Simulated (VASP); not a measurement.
# K2S (R-3m) in VASP: single point with HSE06

Aim: the single point of K2S with HSE06.

Everything below comes from runs of VASP 6.6.1. Logs are shortened: lines on timing, memory, paths and dates and some standing lists are left out, and cuts for length are marked.

## Step 1: The cell of the first run

It takes space group R-3m (No. 166, trigonal). The conventional cell has a = 5.236 Å, b = 5.236 Å, c = 12.955 Å, α = 90.00°, β = 90.00°, γ = 120.00°. S (site symmetry -3m) has 8 K at 3.21 to 3.23 Å within 4.2 Å. K (site symmetry 3m) has 4 S at 3.21 to 3.23 Å and 6 K at 3.71 to 3.72 Å within 4.2 Å.

## Step 2: Single point, HSE06 (strain along [111] +1.0%)

Contents of POSCAR:

```
K2S
1.0
    0.0246850456      3.7274418913      3.7274418913
    3.7274418913      0.0246850456      3.7274418913
    3.7274418913      3.7274418913      0.0246850456
S K
1 2
Direct
    0.0000000000      0.0000000000      0.0000000000
    0.2497083801      0.2497083801      0.2497083801
    0.7502916199      0.7502916199      0.7502916199
```

Contents of INCAR.step1:

```
SYSTEM = K2S
PREC = Accurate
ENCUT = 400
EDIFF = 1E-5
ISMEAR = 0
SIGMA = 0.01
LREAL = .False.
LASPH = .True.
NELM = 120
ALGO = Normal
ISIF = 2
LWAVE = .True.
LCHARG = .False.
NBANDS = 19
GGA = PE
GGA_COMPAT = .False.
```

Contents of INCAR.step2:

```
SYSTEM = K2S
PREC = Accurate
ENCUT = 400
EDIFF = 1E-6
ISMEAR = 0
SIGMA = 0.01
LREAL = .False.
LASPH = .True.
NELM = 120
ALGO = Normal
ISIF = 2
LWAVE = .False.
LCHARG = .False.
GGA = PE
LHFCALC = .True.
HFSCREEN = 0.2079
PRECFOCK = Normal
NBANDS = 19
ISTART = 1
GGA_COMPAT = .False.
```

Contents of KPOINTS:

```
regular mesh
0
Gamma
  4 4 4
  0 0 0
```

Potentials or basis: VASP PAW PBE potentials, release 64 (S, K_sv).

Started as:

```sh
> cat potpaw_PBE.64/S/POTCAR potpaw_PBE.64/K_sv/POTCAR > POTCAR
> cp INCAR.step1 INCAR
> mpirun -np 1 vasp_std > vasp.out
> cp INCAR.step2 INCAR
> mpirun -np 1 vasp_std > vasp.out
```

OUTCAR:

```text
SYSTEM = K2S
   PREC = Accurate
   ENCUT = 400
   EDIFF = 1E-6
   ISMEAR = 0
   LREAL = .False.
   LASPH = .True.
   NELM = 120
   ISIF = 2
   GGA = PE
   LHFCALC = .True.
   HFSCREEN = 0.2079
   PRECFOCK = Normal
   ISTART = 1

 ion  position               nearest neighbor table
   1  0.000  0.000  0.000-   3 3.21   3 3.21   3 3.21   2 3.21   2 3.21   2 3.21   3 3.23   2 3.23

   2  0.250  0.250  0.250-   1 3.21   1 3.21   1 3.21   1 3.23   3 3.71   3 3.71   3 3.71   3 3.72
                             3 3.72   3 3.72
   3  0.750  0.750  0.750-   1 3.21   1 3.21   1 3.21   1 3.23   2 3.71   2 3.71   2 3.71   2 3.72
                             2 3.72   2 3.72

  LATTYP: Found a trigonal (rhomboedric) cell.
 ALAT       =     5.2714566732
 COS(alpha) =     0.5066114071

  Lattice vectors:

 A1 = (   0.0246850456,   3.7274418913,   3.7274418913)
 A2 = (   3.7274418913,   0.0246850456,   3.7274418913)
 A3 = (   3.7274418913,   3.7274418913,   0.0246850456)

Analysis of symmetry for initial positions (statically):
=====================================================================
 Subroutine PRICEL returns:
 Original cell was already a primitive cell.

 Routine SETGRP: Setting up the symmetry group for a
 trigonal (rhombohedral) supercell.

 Subroutine GETGRP returns: Found 12 space group operations
 (whereof 12 operations were pure point group operations)
 out of a pool of 12 trial point group operations.

The static configuration has the point symmetry D_3d.

Analysis of symmetry for dynamics (positions and initial velocities):
=====================================================================
 Subroutine PRICEL returns:
 Original cell was already a primitive cell.

 Routine SETGRP: Setting up the symmetry group for a
 trigonal (rhombohedral) supercell.

 Subroutine GETGRP returns: Found 12 space group operations
 (whereof 12 operations were pure point group operations)
 out of a pool of 12 trial point group operations.

The dynamic configuration has the point symmetry D_3d.

 Subroutine INISYM returns: Found 12 space group operations
 (whereof 12 operations are pure point group operations),
 and found     1 'primitive' translations

----------------------------------------------------------------------------------------

                                     Primitive cell

  volume of cell :     102.5479

  direct lattice vectors                    reciprocal lattice vectors
     0.024685046  3.727441891  3.727441891    -0.135480180  0.134588863  0.134588863
[... 86 lines left out ...]
   PSTRESS=    0.0 pullay stress
   NELECT =      24.0000    total number of electrons
   NUPDOWN=      -1.0000    fix difference up-down
   EMIN   =  10.00;   EMAX   =-10.00  energy-range for DOS
   EFERMI =   0.00;   METHOD = LEGACY
   ISMEAR =     0;   SIGMA  =   0.01  broadening in eV -4-tet -1-fermi 0-gaus
   EFERMI_NEDOS =   21; number of points for ismear=-14 and -15
   IALGO  =     38    algorithm
   IMIX   =      1    mixing-type and parameters
     AMIX     =   0.40;   BMIX     =  1.00
     AMIX_MAG =   1.60;   BMIX_MAG =  1.00
  volume/ion in A,a.u.               =      34.18       230.68
  Fermi-wavevector in a.u.,A,eV,Ry     =   1.008872  1.906492 13.848331  1.017824
  Thomas-Fermi vector in A             =   2.141766
   LORBIT       =      0    0 simple, 1 ext, 2 COOP (PROOUT), +10 PAW based schemes
   GGA     = PE    functional components
   LHFCALC =     T    Hartree Fock is set to
   PRECFOCK=normal    Normal, Fast or Accurate (Low or Medium for compatibility)
   ENCUT4O =  -1.0   cutoff for four orbital integrals eV
   NKREDX  =     1    reduce k-point grid by
   NKREDY  =     1    reduce k-point grid by
   NKREDZ  =     1    reduce k-point grid by
   AEXX    =    0.2500 exact exchange contribution
   HFSCREEN=    0.2079 screening length (either q_TF or 0.3 A-1)
   HFSCREENC=   0.2079 screening length for correlation (either q_TF or 0.3 A-1)
   ENCUTFOCK=  -1.0 apply spherical cutoff to Coloumb kernel
   IVDW    =     0    specifies the selected vdW correction
   LEPSILON=     F    determine dielectric tensor
   LRPA    =     F    only Hartree local field effects (RPA)
 non-spin polarized calculation
 Gauss-broadening in eV      SIGMA  =   0.01
  energy-cutoff  :      400.00
  volume of cell :      102.55
 maximum number of plane-waves:      1883
 NGX is ok and might be reduce to    36
  NGX = 28; NGY = 28; NGZ = 28

 number of electron      23.9999999 magnetization

 Free energy of the ion-electron system (eV)
  ---------------------------------------------------
  ext. energy  EPLUGINS =         0.00000000
  ---------------------------------------------------
  free energy    TOTEN  =       -10.84583177 eV

  energy without entropy =      -10.84583177  energy(sigma->0) =      -10.84583177

 E-fermi :  -0.9524     XC(G=0):  -6.1260

 val. band max:       -1.0688754955   @ k =   0.5000   0.5000  -0.0000
 cond. band min:       2.2031391912   @ k =   0.0000   0.0000   0.0000
 fundamental gap:      3.2720146867
 Fermi energy:        -0.9524403167

 k-point     1 :       0.0000    0.0000    0.0000
  band No.  band energies     occupation
      1     -32.6703      2.00000
      2     -32.5889      2.00000
      3     -14.9074      2.00000
      4     -14.9020      2.00000
      5     -14.9020      2.00000
      6     -14.6699      2.00000
[... 263 lines left out ...]
      6     -14.8021      2.00000
[... 11 lines left out ...]
     18       7.8513      0.00000
     19       8.0329      0.00000

------------------------ aborting loop because EDIFF is reached ----------------------------------------

  FORCE on cell =-STRESS in cart. coord.  units (eV):
  Direction    XX          YY          ZZ          XY          YZ          ZX
  --------------------------------------------------------------------------------------
  -------------------------------------------------------------------------------------
  Total        0.0013377      0.0013377      0.0013377     -0.0423467     -0.0423467     -0.0423467
  in kB        0.0209002      0.0209002      0.0209002     -0.6616117     -0.6616117     -0.6616117
  external PRESSURE =       0.0209002 kB  Pullay stress =       0.0000000 kB

 VOLUME and BASIS-vectors are now :
 -----------------------------------------------------------------------------
  energy-cutoff  :      400.00
  volume of cell :      102.55
      direct lattice vectors                 reciprocal lattice vectors
     0.024685046  3.727441891  3.727441891    -0.135480180  0.134588863  0.134588863
     3.727441891  0.024685046  3.727441891     0.134588863 -0.135480180  0.134588863
     3.727441891  3.727441891  0.024685046     0.134588863  0.134588863 -0.135480180

 POSITION                                       TOTAL-FORCE (eV/Angst)
 -----------------------------------------------------------------------------------
      0.00000      0.00000      0.00000        -0.000000      0.000000      0.000000
      1.86771      1.86771      1.86771        -0.003240     -0.003240     -0.003240
      5.61186      5.61186      5.61186         0.003240      0.003240      0.003240
 -----------------------------------------------------------------------------------
    total drift:                                0.000001     -0.000000      0.000003

  FREE ENERGIE OF THE ION-ELECTRON SYSTEM (eV)
  ---------------------------------------------------
  free  energy   TOTEN  =       -10.8458317662 eV

  energy  without entropy=      -10.8458317662  energy(sigma->0) =      -10.84583177
```

Wall time 36 min (1 thread of Intel Xeon 8259CL, shared host); peak memory 0.32 GiB.

What came out:

* Free energy: -10.8458 eV
* Pressure: 0.0 GPa
* Largest force: 0.006 eV/Å
* Band gap on the k mesh: 3.27 eV (least direct gap 3.45 eV)

Forces in eV/Å, atoms in the order of the input:
```
S    0.000  0.000  0.000
K   -0.003 -0.003 -0.003
K    0.003  0.003  0.003
```

Stress tensor (GPa, compression positive):
```
 0.00 -0.07 -0.07
-0.07  0.00 -0.07
-0.07 -0.07  0.00
```

Caveat: the cell differs from its parent crystal (strain along [111] +1.0%); the structure was generated, so it needn't be the stable form of K2S; the PAW data sets were made with another functional, which shifts forces and pressure a little. A k mesh can miss the band edges.
